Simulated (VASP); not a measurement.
Write the native input for VASP 6.6.1 that does the following.

| Property | Result |
| --- | --- |
| Task | relaxation of the atoms |
| Functional | PBE |
| Dispersion | D3(BJ) |
| Potentials or basis | VASP PAW PBE potentials, release 64 (P, In_d) |
| Cutoff | 520 eV |
| k mesh | 2 × 2 × 1 |
| Occupations | gaussian, width 0.05 eV |
| Spin | no spin polarisation |
| Dipole correction | yes |
| Atoms held fixed (from 0) | [0, 1, 2, 3, 8, 9, 10, 11] |
| Further INCAR settings | LREAL = Auto; ALGO = Normal; EDIFF = 1e-07; IBRION = 2; EDIFFG = -0.03; NSW = 90 |

The structure of InP lies in POSCAR:

```
InP
1.0
    8.3347933405      0.0000000000      0.0000000000
   -4.1673966702      7.2181427681      0.0000000000
    0.0000000000      0.0000000000     20.2533314158
P In
8 8
Selective dynamics
Direct
    0.5000000000      0.0000000000      0.3949967458  F F F
    0.5000000000      0.5000000000      0.3949967458  F F F
    0.0000000000      0.0000000000      0.3949967458  F F F
    0.0000000000      0.5000000000      0.3949967458  F F F
    0.6666666667      0.8333333333      0.5630019525  T T T
    0.6666666667      0.3333333333      0.5630019525  T T T
    0.1666666667      0.8333333333      0.5630019525  T T T
    0.1666666667      0.3333333333      0.5630019525  T T T
    0.1666666667      0.8333333333      0.4369980475  F F F
    0.1666666667      0.3333333333      0.4369980475  F F F
    0.6666666667      0.8333333333      0.4369980475  F F F
    0.6666666667      0.3333333333      0.4369980475  F F F
    0.3333333333      0.6666666667      0.6050032542  T T T
    0.3333333333      0.1666666667      0.6050032542  T T T
    0.8333333333      0.6666666667      0.6050032542  T T T
    0.8333333333      0.1666666667      0.6050032542  T T T
```

One way to write it, as run:

INCAR

```
PREC = Accurate
ENCUT = 520
EDIFF = 1E-7
ISMEAR = 0
SIGMA = 0.05
LREAL = Auto
LASPH = True
NELM = 60
ALGO = Normal
ISIF = 2
LWAVE = False
LCHARG = False
LDIPOL = True
IDIPOL = 3
DIPOL = 0.5 0.5 0.500
GGA = PE
IVDW = 12
IBRION = 2
NSW = 90
EDIFFG = -0.03
```

KPOINTS

```
regular mesh
0
Gamma
  2 2 1
```

Potentials or basis: VASP PAW PBE potentials, release 64 (P, In_d).

Run with:

```sh
$ cat potpaw_PBE.64/P/POTCAR potpaw_PBE.64/In_d/POTCAR > POTCAR
$ mpirun -np 2 vasp_std > vasp.out
```

Results of the run:

| Item | Value |
| --- | --- |
| Energy gained by relaxing | 27.8 meV/atom |
| Ionic steps | 6 |
| Band gap on the k mesh | zero (filled and empty bands touch) |
| Dispersion energy per atom | -0.206 eV |

Caveat: the k points lie up to 0.44 Å⁻¹ apart; spin-orbit coupling is left out, which moves the levels of the heavy elements.

Wall time 36 min on 2 MPI ranks on Intel(R) Xeon(R) Platinum 8488C (Sapphire Rapids) (shared host), peak memory 0.74 GiB a rank.
